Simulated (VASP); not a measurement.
# CuO (Tenorite) in VASP: single point with PBE+U

Aim: the single point of CuO (Tenorite) with PBE+U.

All numbers are computed with VASP 6.6.1; they aren't measurements. Logs are shortened: lines on timing, memory, paths and dates and some standing lists are left out, and cuts for length are marked.

### 1 The cell of the first run

The typed cell holds 4 atoms: a = 2.949 Å, b = 2.949 Å, c = 5.218 Å, α = 90.00°, β = 90.00°, γ = 89.51°.

### 2 Single point, PBE+U, collinear spin, ferromagnetic start

Contents of INCAR:

```
SYSTEM = CuO
ALGO = Normal
EDIFF = 1E-6
ENCUT = 520
GGA = PE
ISIF = 2
ISMEAR = 0
ISPIN = 2
LASPH = .True.
LCHARG = .False.
LDAU = .True.
LDAUJ = 0 0
LDAUL = 2 -1
LDAUPRINT = 1
LDAUTYPE = 2
LDAUU = 4 0
LMAXMIX = 4
LORBIT = 11
LREAL = .False.
LWAVE = .False.
MAGMOM = 0.63 0.63 0 0
NBANDS = 29
NELM = 150
PREC = Accurate
SIGMA = 0.05
```

Contents of KPOINTS:

```
k-points
0
Gamma
  10 10 6
  0 0 0
```

Contents of POSCAR:

```
CuO
1.0
    2.0872091954     -2.0760605474      0.1652846558
    2.0872091954      2.0760605474      0.1652846558
   -0.4124906771      0.0000000000      5.2015957445
Cu O
2 2
Direct
    0.0000000000      0.5000000000      0.0000000000
    0.5000000000      0.0000000000      0.5000000000
    0.5000352668      0.4999647332      0.2500000000
    0.4999647332      0.5000352668      0.7500000000
```

Potentials or basis: VASP PAW PBE potentials, release 64 (Cu, O).

Started as:

```
cat potpaw_PBE.64/Cu/POTCAR potpaw_PBE.64/O/POTCAR > POTCAR
mpirun -np 1 vasp_std > vasp.out
```

OUTCAR:

```text
SYSTEM = CuO
   EDIFF = 1E-6
   ENCUT = 520
   GGA = PE
   ISIF = 2
   ISMEAR = 0
   ISPIN = 2
   LASPH = .True.
   LORBIT = 11
   LREAL = .False.
   NELM = 150
   PREC = Accurate

 ion  position               nearest neighbor table
   1  0.000  0.500  0.000-   3 1.97   4 1.97   3 1.97   4 1.97
   2  0.500  0.000  0.500-   3 1.97   4 1.97   4 1.97   3 1.97
   3  0.500  0.500  0.250-   1 1.97   2 1.97   2 1.97   1 1.97
   4  0.500  0.500  0.750-   1 1.97   2 1.97   1 1.97   2 1.97

  LATTYP: Found a base centered monoclinic cell.
 ALAT       =     4.1874867130
 B/A-ratio  =     0.9915544524
 C/A-ratio  =     1.2460757224
 COS(beta)  =    -0.0001107892

  Lattice vectors:

 A1 = (   2.0872091954,  -2.0760605474,   0.1652846558)
 A2 = (   2.0872091954,   2.0760605474,   0.1652846558)
 A3 = (  -0.4124906771,   0.0000000000,   5.2015957445)

Analysis of symmetry for initial positions (statically):
=====================================================================
 Subroutine PRICEL returns:
 Original cell was already a primitive cell.

 Routine SETGRP: Setting up the symmetry group for a
 base centered monoclinic supercell.

 Subroutine GETGRP returns: Found  4 space group operations
 (whereof  2 operations were pure point group operations)
 out of a pool of  4 trial point group operations.

The static configuration has the point symmetry S_2 .
 The point group associated with its full space group is C_2h.

Analysis of symmetry for dynamics (positions and initial velocities):
=====================================================================
 Subroutine PRICEL returns:
 Original cell was already a primitive cell.

 Routine SETGRP: Setting up the symmetry group for a
 base centered monoclinic supercell.

 Subroutine GETGRP returns: Found  4 space group operations
 (whereof  2 operations were pure point group operations)
 out of a pool of  4 trial point group operations.

The dynamic configuration has the point symmetry S_2 .
 The point group associated with its full space group is C_2h.

Analysis of structural, dynamic, and magnetic symmetry:
=====================================================================
 Subroutine PRICEL returns:
 Original cell was already a primitive cell.

 Routine SETGRP: Setting up the symmetry group for a
 base centered monoclinic supercell.

 Subroutine GETGRP returns: Found  4 space group operations
 (whereof  2 operations were pure point group operations)
 out of a pool of  4 trial point group operations.

The overall configuration has the point symmetry S_2 .
 The point group associated with its full space group is C_2h.

 Subroutine INISYM returns: Found  4 space group operations
 (whereof  2 operations are pure point group operations),
 and found     1 'primitive' translations

----------------------------------------------------------------------------------------

                                     Primitive cell
[... 146 lines left out ...]
  0.0125 -0.0025  0.9727  0.0034 -0.0003
  0.0003 -0.0251  0.0034  0.9969 -0.0019
 -0.0000  0.0020 -0.0003 -0.0019  0.9733

spin component  2

  0.9450  0.0199  0.0116 -0.0235  0.0019
  0.0199  0.6942  0.0386  0.2713 -0.0217
  0.0116  0.0386  0.9617 -0.0376  0.0029
 -0.0235  0.2713 -0.0376  0.6938  0.0216
  0.0019 -0.0217  0.0029  0.0216  0.9626

 occupancies and eigenvectors

  o =  0.4140  v =  0.0000  0.0000  0.0000  0.0000  0.0000  0.0554 -0.7012  0.0967  0.7019 -0.0561      0.0000  0.0000  0.0000  0.0000  0.0000  0.0000  0.0000  0.0000  0.0000  0.0000
  o =  0.9388  v =  0.0000  0.0000  0.0000  0.0000  0.0000  0.8821  0.0700 -0.4614  0.0634 -0.0057      0.0000  0.0000  0.0000  0.0000  0.0000  0.0000  0.0000  0.0000  0.0000  0.0000
  o =  0.9475  v =  0.8917  0.0708 -0.4429  0.0608 -0.0062  0.0000  0.0000  0.0000  0.0000  0.0000      0.0000  0.0000  0.0000  0.0000  0.0000  0.0000  0.0000  0.0000  0.0000  0.0000
  o =  0.9643  v =  0.0000  0.0000  0.0000  0.0000  0.0000 -0.0042 -0.0001 -0.0064 -0.0785 -0.9969      0.0000  0.0000  0.0000  0.0000  0.0000  0.0000  0.0000  0.0000  0.0000  0.0000
  o =  0.9655  v =  0.0000  0.0000  0.0000  0.0000  0.0000 -0.0562  0.7086  0.0961  0.6946 -0.0552      0.0000  0.0000  0.0000  0.0000  0.0000  0.0000  0.0000  0.0000  0.0000  0.0000
  o =  0.9720  v = -0.0562  0.7079  0.0962  0.6952 -0.0555  0.0000  0.0000  0.0000  0.0000  0.0000      0.0000  0.0000  0.0000  0.0000  0.0000  0.0000  0.0000  0.0000  0.0000  0.0000
  o =  0.9731  v =  0.0049  0.0003  0.0067  0.0787  0.9969  0.0000  0.0000  0.0000  0.0000  0.0000      0.0000  0.0000  0.0000  0.0000  0.0000  0.0000  0.0000  0.0000  0.0000  0.0000
  o =  0.9746  v =  0.0000  0.0000  0.0000  0.0000  0.0000  0.4644  0.0366  0.8766 -0.1208  0.0019      0.0000  0.0000  0.0000  0.0000  0.0000  0.0000  0.0000  0.0000  0.0000  0.0000
  o =  0.9785  v =  0.4457  0.0352  0.8861 -0.1223  0.0015  0.0000  0.0000  0.0000  0.0000  0.0000      0.0000  0.0000  0.0000  0.0000  0.0000  0.0000  0.0000  0.0000  0.0000  0.0000
  o =  1.0227  v =  0.0556 -0.7018  0.0968  0.7013 -0.0560  0.0000  0.0000  0.0000  0.0000  0.0000      0.0000  0.0000  0.0000  0.0000  0.0000  0.0000  0.0000  0.0000  0.0000  0.0000

atom =   2  type =  1  l = 2

 onsite density matrix

spin component  1

  0.9539 -0.0034 -0.0125 -0.0003  0.0000
 -0.0034  0.9968  0.0025  0.0251 -0.0020
 -0.0125  0.0025  0.9727  0.0034 -0.0003
 -0.0003  0.0251  0.0034  0.9969 -0.0019
  0.0000 -0.0020 -0.0003 -0.0019  0.9733

spin component  2

  0.9450  0.0199 -0.0116  0.0235 -0.0019
  0.0199  0.6942 -0.0386 -0.2713  0.0217
 -0.0116 -0.0386  0.9617 -0.0376  0.0029
  0.0235 -0.2713 -0.0376  0.6938  0.0216
 -0.0019  0.0217  0.0029  0.0216  0.9626

 occupancies and eigenvectors

  o =  0.4140  v =  0.0000  0.0000  0.0000  0.0000  0.0000 -0.0554  0.7012  0.0967  0.7019 -0.0561      0.0000  0.0000  0.0000  0.0000  0.0000  0.0000  0.0000  0.0000  0.0000  0.0000
  o =  0.9388  v =  0.0000  0.0000  0.0000  0.0000  0.0000  0.8821  0.0700  0.4614 -0.0634  0.0057      0.0000  0.0000  0.0000  0.0000  0.0000  0.0000  0.0000  0.0000  0.0000  0.0000
  o =  0.9475  v =  0.8917  0.0708  0.4429 -0.0608  0.0062  0.0000  0.0000  0.0000  0.0000  0.0000      0.0000  0.0000  0.0000  0.0000  0.0000  0.0000  0.0000  0.0000  0.0000  0.0000
  o =  0.9643  v =  0.0000  0.0000  0.0000  0.0000  0.0000  0.0042  0.0001 -0.0064 -0.0785 -0.9969      0.0000  0.0000  0.0000  0.0000  0.0000  0.0000  0.0000  0.0000  0.0000  0.0000
  o =  0.9655  v =  0.0000  0.0000  0.0000  0.0000  0.0000  0.0562 -0.7086  0.0961  0.6946 -0.0552      0.0000  0.0000  0.0000  0.0000  0.0000  0.0000  0.0000  0.0000  0.0000  0.0000
  o =  0.9720  v =  0.0562 -0.7079  0.0962  0.6952 -0.0555  0.0000  0.0000  0.0000  0.0000  0.0000      0.0000  0.0000  0.0000  0.0000  0.0000  0.0000  0.0000  0.0000  0.0000  0.0000
  o =  0.9731  v = -0.0049 -0.0003  0.0067  0.0787  0.9969  0.0000  0.0000  0.0000  0.0000  0.0000      0.0000  0.0000  0.0000  0.0000  0.0000  0.0000  0.0000  0.0000  0.0000  0.0000
  o =  0.9746  v =  0.0000  0.0000  0.0000  0.0000  0.0000  0.4644  0.0366 -0.8766  0.1208 -0.0019      0.0000  0.0000  0.0000  0.0000  0.0000  0.0000  0.0000  0.0000  0.0000  0.0000
  o =  0.9785  v =  0.4457  0.0352 -0.8861  0.1223 -0.0015  0.0000  0.0000  0.0000  0.0000  0.0000      0.0000  0.0000  0.0000  0.0000  0.0000  0.0000  0.0000  0.0000  0.0000  0.0000
  o =  1.0227  v = -0.0556  0.7018  0.0968  0.7013 -0.0560  0.0000  0.0000  0.0000  0.0000  0.0000      0.0000  0.0000  0.0000  0.0000  0.0000  0.0000  0.0000  0.0000  0.0000  0.0000

 number of electron      34.0000026 magnetization       1.9638918

 Free energy of the ion-electron system (eV)
  ---------------------------------------------------
  ext. energy  EPLUGINS =         0.00000000
  ---------------------------------------------------
  free energy    TOTEN  =       -17.24142527 eV

  energy without entropy =      -17.24099218  energy(sigma->0) =      -17.24120873

 E-fermi :   4.3180     XC(G=0): -11.1273

 val. band max:        4.3138215127   @ k =   0.4000   0.4000   0.0000
 cond. band min:       4.3437958814   @ k =  -0.4000   0.5000   0.1667
 fundamental gap:      0.0299743687
 Fermi energy:         4.3179897393

 spin component 1

 k-point     1 :       0.0000    0.0000    0.0000
  band No.  band energies     occupation
      1     -14.9500      1.00000
      2     -13.7035      1.00000
      3      -3.6689      1.00000
      4      -2.4748      1.00000
      5      -2.4606      1.00000
      6      -0.6706      1.00000
[... 1529 lines left out ...]
     28      21.4522      0.00000
     29      22.8723      0.00000

 [... further k-points ...]

------------------------ aborting loop because EDIFF is reached ----------------------------------------

  FORCE on cell =-STRESS in cart. coord.  units (eV):
  Direction    XX          YY          ZZ          XY          YZ          ZX
  --------------------------------------------------------------------------------------
  -------------------------------------------------------------------------------------
  Total       -0.7343990     -0.7100528     -0.8402289      0.0000000      0.0000000      0.0080971
  in kB      -25.9388877    -25.0789807    -29.6767859      0.0000000      0.0000000      0.2859876
  external PRESSURE =     -26.8982181 kB  Pullay stress =       0.0000000 kB

 VOLUME and BASIS-vectors are now :
 -----------------------------------------------------------------------------
  energy-cutoff  :      520.00
  volume of cell :       45.36
      direct lattice vectors                 reciprocal lattice vectors
     2.087209195 -2.076060547  0.165284656     0.238059370 -0.240840760  0.018878297
     2.087209195  2.076060547  0.165284656     0.238059370  0.240840760  0.018878297
    -0.412490677  0.000000000  5.201595744    -0.015129035  0.000000000  0.191048952

 POSITION                                       TOTAL-FORCE (eV/Angst)
 -----------------------------------------------------------------------------------
      1.04360      1.03803      0.08264         0.000000      0.000000     -0.000000
      0.83736     -1.03803      2.68344         0.000000     -0.000000     -0.000000
      1.98409     -0.00015      1.46568        -0.000000     -0.000052      0.000000
      1.77784      0.00015      4.06648        -0.000000      0.000052      0.000000
 -----------------------------------------------------------------------------------
    total drift:                                0.000000      0.000000     -0.000000

  FREE ENERGIE OF THE ION-ELECTRON SYSTEM (eV)
  ---------------------------------------------------
  free  energy   TOTEN  =       -17.2414252726 eV

  energy  without entropy=      -17.2409921794  energy(sigma->0) =      -17.24120873

 total charge

# of ion       s       p       d       tot
------------------------------------------
    1        0.380   0.370   9.131   9.881
    2        0.380   0.370   9.131   9.881
    3        1.557   3.418   0.000   4.975
    4        1.557   3.418   0.000   4.975
--------------------------------------------------
tot          3.874   7.576  18.261  29.711

 magnetization (x)

# of ion       s       p       d       tot
------------------------------------------
    1       -0.006   0.002   0.637   0.632
    2       -0.006   0.002   0.637   0.632
    3        0.020   0.289   0.000   0.309
    4        0.020   0.289   0.000   0.309
--------------------------------------------------
tot          0.028   0.582   1.273   1.883
```

It took 2.9 min on 1 thread of Intel Xeon 6975P-C (Granite Rapids), shared host; peak memory 0.4 GiB.

Results:

* Free energy: -17.2414 eV
* Pressure: -2.7 GPa
* Band gap on the k mesh: zero (filled and empty bands overlap)
* Net moment: 1.96 μB per cell
* Site moments: Cu +0.63; O +0.31 μB
* Valence electrons inside the program's atomic spheres: Cu 9.88; O 4.97

Eigenvalues of the final occupation matrices:
| site | spin | trace | eigenvalues |
| --- | --- | --- | --- |
| site 1 d | 1 | 4.89 | 0.95 0.97 0.97 0.98 1.02 |
| site 1 d | 2 | 4.26 | 0.41 0.94 0.96 0.97 0.97 |
| site 2 d | 1 | 4.89 | 0.95 0.97 0.97 0.98 1.02 |
| site 2 d | 2 | 4.26 | 0.41 0.94 0.96 0.97 0.97 |
